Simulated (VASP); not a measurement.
# CdI2 (P-3m1) in VASP: settings compared, part 4 of 4

VASP 6.6.1.

## (6) Single point, PBE0

POSCAR reads:

```
CdI2
1.0
    4.2487073931      0.0000000000      0.0000000000
   -2.1243536965      3.6794885357      0.0000000000
    0.0000000000      0.0000000000      6.8836385196
Cd I
1 2
Direct
    0.0000000000      0.0000000000      0.0000000000
    0.3333333333      0.6666666667      0.2495631425
    0.6666666667      0.3333333333      0.7504368575
```

INCAR.step1 reads:

```
SYSTEM = CdI2
PREC = Accurate
ENCUT = 400
EDIFF = 1E-5
ISMEAR = 0
SIGMA = 0.01
LREAL = .False.
LASPH = .True.
NELM = 120
ALGO = Normal
ISIF = 2
LWAVE = .True.
GGA = PE
NBANDS = 20
GGA_COMPAT = .False.
KPAR = 4
```

INCAR.step2 reads:

```
SYSTEM = CdI2
PREC = Accurate
ENCUT = 400
EDIFF = 1E-6
ISMEAR = 0
SIGMA = 0.01
LREAL = .False.
LASPH = .True.
NELM = 120
ALGO = Normal
ISIF = 2
LWAVE = .False.
LCHARG = .True.
GGA = PE
LHFCALC = .True.
AEXX = 0.25
PRECFOCK = Normal
LVHAR = .True.
ISTART = 1
NBANDS = 20
GGA_COMPAT = .False.
KPAR = 4
```

KPOINTS reads:

```
regular mesh
0
Gamma
  6 6 4
  0 0 0
```

Potentials or basis: VASP PAW PBE potentials, release 64 (Cd, I).

Command:

```
> cat potpaw_PBE.64/Cd/POTCAR potpaw_PBE.64/I/POTCAR > POTCAR
> cp INCAR.step1 INCAR
> mpirun -np 4 vasp_std > vasp.out
> cp INCAR.step2 INCAR
> mpirun -np 4 vasp_std > vasp.out
```

OUTCAR:

```text
SYSTEM = CdI2
   PREC = Accurate
   ENCUT = 400
   EDIFF = 1E-6
   ISMEAR = 0
   LREAL = .False.
   LASPH = .True.
   NELM = 120
   ISIF = 2
   GGA = PE
   LHFCALC = .True.
   AEXX = 0.25
   PRECFOCK = Normal
   ISTART = 1

 ion  position               nearest neighbor table
   1  0.000  0.000  0.000-   2 2.99   3 2.99   2 2.99   3 2.99   3 2.99   2 2.99
   2  0.333  0.667  0.250-   1 2.99   1 2.99   1 2.99
   3  0.667  0.333  0.750-   1 2.99   1 2.99   1 2.99

  LATTYP: Found a hexagonal cell.
 ALAT       =     4.2487073931
 C/A-ratio  =     1.6201724154

  Lattice vectors:

 A1 = (   4.2487073931,   0.0000000000,   0.0000000000)
 A2 = (  -2.1243536965,   3.6794885357,   0.0000000000)
 A3 = (   0.0000000000,   0.0000000000,   6.8836385196)

Analysis of symmetry for initial positions (statically):
=====================================================================
 Subroutine PRICEL returns:
 Original cell was already a primitive cell.

 Routine SETGRP: Setting up the symmetry group for a
 hexagonal supercell.

 Subroutine GETGRP returns: Found 12 space group operations
 (whereof 12 operations were pure point group operations)
 out of a pool of 24 trial point group operations.

The static configuration has the point symmetry D_3d.

Analysis of symmetry for dynamics (positions and initial velocities):
=====================================================================
 Subroutine PRICEL returns:
 Original cell was already a primitive cell.

 Routine SETGRP: Setting up the symmetry group for a
 hexagonal supercell.

 Subroutine GETGRP returns: Found 12 space group operations
 (whereof 12 operations were pure point group operations)
 out of a pool of 24 trial point group operations.

The dynamic configuration has the point symmetry D_3d.

 Subroutine INISYM returns: Found 12 space group operations
 (whereof 12 operations are pure point group operations),
 and found     1 'primitive' translations

----------------------------------------------------------------------------------------

                                     Primitive cell

  volume of cell :     107.6124

  direct lattice vectors                    reciprocal lattice vectors
     4.248707393  0.000000000  0.000000000     0.235365702  0.135888452  0.000000000
    -2.124353697  3.679488536  0.000000000     0.000000000  0.271776903  0.000000000
     0.000000000  0.000000000  6.883638520     0.000000000  0.000000000  0.145272009

  length of vectors
     4.248707393  4.248707393  6.883638520     0.271776903  0.271776903  0.145272009

  position of ions in fractional coordinates (direct lattice)
     0.000000000  0.000000000  0.000000000
     0.333333333  0.666666667  0.249563143
     0.666666667  0.333333333  0.750436857

  ion indices of the primitive-cell ions
   primitive index   ion index
                 1           1
                 2           2
                 3           3

----------------------------------------------------------------------------------------

[... 26 lines left out ...]
  0.000000  0.000000  0.000000      1.000000
  0.166667 -0.000000  0.000000      6.000000
  0.333333 -0.000000  0.000000      6.000000
  0.500000 -0.000000  0.000000      3.000000
  0.166667  0.166667  0.000000      6.000000
  0.333333  0.166667  0.000000     12.000000
[... 16 lines left out ...]
  0.333333  0.166667  0.500000     12.000000
  0.333333  0.333333  0.500000      2.000000
   k-points           NKPTS =     24   k-points in BZ     NKDIM =    144   number of bands    NBANDS=     20
   number of dos      NEDOS =    301   number of ions     NIONS =      3
   total plane-waves  NPLWV =  37632
   dimension x,y,z NGX =    28 NGY =   28 NGZ =   48
   dimension x,y,z NGXF=    56 NGYF=   56 NGZF=   96
   ions per type =               1   2
   NGX,Y,Z   is equivalent  to a cutoff of  10.96, 10.96, 11.59 a.u.
   NGXF,Y,Z  is equivalent  to a cutoff of  21.91, 21.91, 23.18 a.u.
 SYSTEM =  CdI2
   PREC   = accura    normal or accurate (medium, high low for compatibility)
   ISTART =      1    job   : 0-new  1-cont  2-samecut
   ICHARG =      0    charge: 1-file 2-atom 10-const
   ISPIN  =      1    spin polarized calculation?
   LNONCOLLINEAR =      F non collinear calculations
   LSORBIT =      F    spin-orbit coupling
   LASPH  =      T    aspherical Exc in radial PAW
   ENCUT  =  400.0 eV  29.40 Ry    5.42 a.u.   6.93  6.93 11.23*2*pi/ulx,y,z
   NELM   =    120;   NELMIN=  2; NELMDL=  0     # of ELM steps
   EDIFF  = 0.1E-05   stopping-criterion for ELM
   LREAL  =      F    real-space projection
   EDIFFG = 0.1E-04   stopping-criterion for IOM
   NSW    =      0    number of steps for IOM
   IBRION =     -1    ionic relax: 0-MD 1-quasi-New 2-CG
   NFREE  =      0    steps in history (QN), initial steepest desc. (CG)
   ISIF   =      2    stress and relaxation
   ISYM   =      3    0-nonsym 1-usesym 2-fastsym
   POTIM  = 0.5000    time-step for ionic-motion
   TEBEG  =    0.0;   TEEND  =   0.0 temperature during run
   PSTRESS=    0.0 pullay stress
   NELECT =      26.0000    total number of electrons
   NUPDOWN=      -1.0000    fix difference up-down
   EMIN   =  10.00;   EMAX   =-10.00  energy-range for DOS
   EFERMI =   0.00;   METHOD = LEGACY
   ISMEAR =     0;   SIGMA  =   0.01  broadening in eV -4-tet -1-fermi 0-gaus
   EFERMI_NEDOS =   21; number of points for ismear=-14 and -15
   IALGO  =     38    algorithm
   IMIX   =      1    mixing-type and parameters
     AMIX     =   0.40;   BMIX     =  1.00
     AMIX_MAG =   1.60;   BMIX_MAG =  1.00
  volume/ion in A,a.u.               =      35.87       242.07
  Fermi-wavevector in a.u.,A,eV,Ry     =   1.019636  1.926833 14.145401  1.039658
  Thomas-Fermi vector in A             =   2.153161
   LORBIT       =      0    0 simple, 1 ext, 2 COOP (PROOUT), +10 PAW based schemes
   GGA     = PE    functional components
   LHFCALC =     T    Hartree Fock is set to
   PRECFOCK=normal    Normal, Fast or Accurate (Low or Medium for compatibility)
   ENCUT4O =  -1.0   cutoff for four orbital integrals eV
   NKREDX  =     1    reduce k-point grid by
   NKREDY  =     1    reduce k-point grid by
   NKREDZ  =     1    reduce k-point grid by
   AEXX    =    0.2500 exact exchange contribution
   HFSCREEN=    0.0000 screening length (either q_TF or 0.3 A-1)
   HFSCREENC=   0.0000 screening length for correlation (either q_TF or 0.3 A-1)
   ENCUTFOCK=  -1.0 apply spherical cutoff to Coloumb kernel
   IVDW    =     0    specifies the selected vdW correction
   LEPSILON=     F    determine dielectric tensor
   LRPA    =     F    only Hartree local field effects (RPA)
 non-spin polarized calculation
 Gauss-broadening in eV      SIGMA  =   0.01
  energy-cutoff  :      400.00
  volume of cell :      107.61
 maximum number of plane-waves:      1971
  NGX = 24; NGY = 24; NGZ = 36

 number of electron      26.0000013 magnetization

 Free energy of the ion-electron system (eV)
  ---------------------------------------------------
  ext. energy  EPLUGINS =         0.00000000
  ---------------------------------------------------
  free energy    TOTEN  =        -7.75668572 eV

  energy without entropy =       -7.75668572  energy(sigma->0) =       -7.75668572

 E-fermi :   0.9964     XC(G=0):  -6.7609

 val. band max:        0.9424432605   @ k =   0.1667  -0.0000   0.2500
 cond. band min:       4.9763688304   @ k =   0.5000  -0.0000   0.5000
 fundamental gap:      4.0339255699
 Fermi energy:         0.9964330283

 k-point     1 :       0.0000    0.0000    0.0000
  band No.  band energies     occupation
      1     -12.2516      2.00000
      2     -11.4635      2.00000
      3      -7.9655      2.00000
      4      -7.9655      2.00000
      5      -7.8211      2.00000
      6      -7.7489      2.00000
[... 541 lines left out ...]
     19      11.7527      0.00000
     20      11.7529      0.00000

------------------------ aborting loop because EDIFF is reached ----------------------------------------

  FORCE on cell =-STRESS in cart. coord.  units (eV):
  Direction    XX          YY          ZZ          XY          YZ          ZX
  --------------------------------------------------------------------------------------
  -------------------------------------------------------------------------------------
  Total        0.3723854      0.3723854      0.3294293      0.0000000     -0.0000000     -0.0000000
  in kB        5.5442259      5.5442259      4.9046777      0.0000000     -0.0000000     -0.0000000
  external PRESSURE =       5.3310432 kB  Pullay stress =       0.0000000 kB

 VOLUME and BASIS-vectors are now :
 -----------------------------------------------------------------------------
  energy-cutoff  :      400.00
  volume of cell :      107.61
      direct lattice vectors                 reciprocal lattice vectors
     4.248707393  0.000000000  0.000000000     0.235365702  0.135888452  0.000000000
    -2.124353697  3.679488536  0.000000000     0.000000000  0.271776903  0.000000000
     0.000000000  0.000000000  6.883638520     0.000000000  0.000000000  0.145272009

 POSITION                                       TOTAL-FORCE (eV/Angst)
 -----------------------------------------------------------------------------------
      0.00000      0.00000      0.00000         0.000000      0.000000      0.000000
     -0.00000      2.45299      1.71790         0.000000     -0.000000     -0.068349
      2.12435      1.22650      5.16574        -0.000000      0.000000      0.068349
 -----------------------------------------------------------------------------------
    total drift:                                0.000000      0.000000      0.000000

  FREE ENERGIE OF THE ION-ELECTRON SYSTEM (eV)
  ---------------------------------------------------
  free  energy   TOTEN  =        -7.7566857250 eV

  energy  without entropy=       -7.7566857250  energy(sigma->0) =       -7.75668572
```

It took 16 min on 4 MPI ranks of Intel Xeon 6975P-C (Granite Rapids), shared host; peak memory 0.24 GiB.

What came out:

```yaml
Free_energy: -7.7567 eV
Pressure: 0.5 GPa
Largest_force: 0.068 eV/Å
Band_gap_on_the_k_mesh: 4.03 eV (least direct gap 4.28 eV)
```

Forces in eV/Å, atoms in the order of the input:
```
Cd   0.000  0.000  0.000
I    0.000  0.000 -0.068
I    0.000  0.000  0.068
```

Caveat: the PAW data sets were made with another functional, which shifts forces and pressure a little; spin-orbit coupling is left out, which moves the levels of the heavy elements; this functional lacks dispersion, which binds the layers, so the pressure and a relaxed spacing across them are unreliable. A k mesh can miss the band edges.

## (7) Overview

```tsv
level	k mesh	cutoff (eV)	grid for exact exchange (PRECFOCK)	share of exact exchange	gap on the mesh (eV)	pressure (GPa)	largest force (eV/Å)
PBE	6 × 6 × 4	500	-	-	2.37	1.7	0.09
r2SCAN	6 × 6 × 4	550	-	-	2.82	1.0	0.02
PBE	12 × 12 × 4	500	-	-	2.36	1.7	0.09
PBE0	6 × 6 × 4	400	Normal	0.25	4.03	0.5	0.07
```

Alike in all rows: task single point; potentials or basis VASP PAW PBE potentials, release 64 (Cd, I); no spin polarisation; cell as given; smearing gaussian 0.01 eV.

On the cell as given the gap runs from 2.36 eV (PBE) to 4.03 eV (PBE0); the meshes differ, which moves gaps too. The pressure there spans 0.5 GPa (PBE0) to 1.7 GPa (PBE); a positive pressure means that this level wants a larger cell, a negative one a smaller.

Caveats: spin-orbit coupling is left out, which moves the levels of the heavy elements; this functional lacks dispersion, which binds the layers, so the pressure and a relaxed spacing across them are unreliable (at least some runs); the PAW data sets were made with another functional, which shifts forces and pressure a little (at least some runs).

Absolute energies hang on the potentials; compare differences alone.
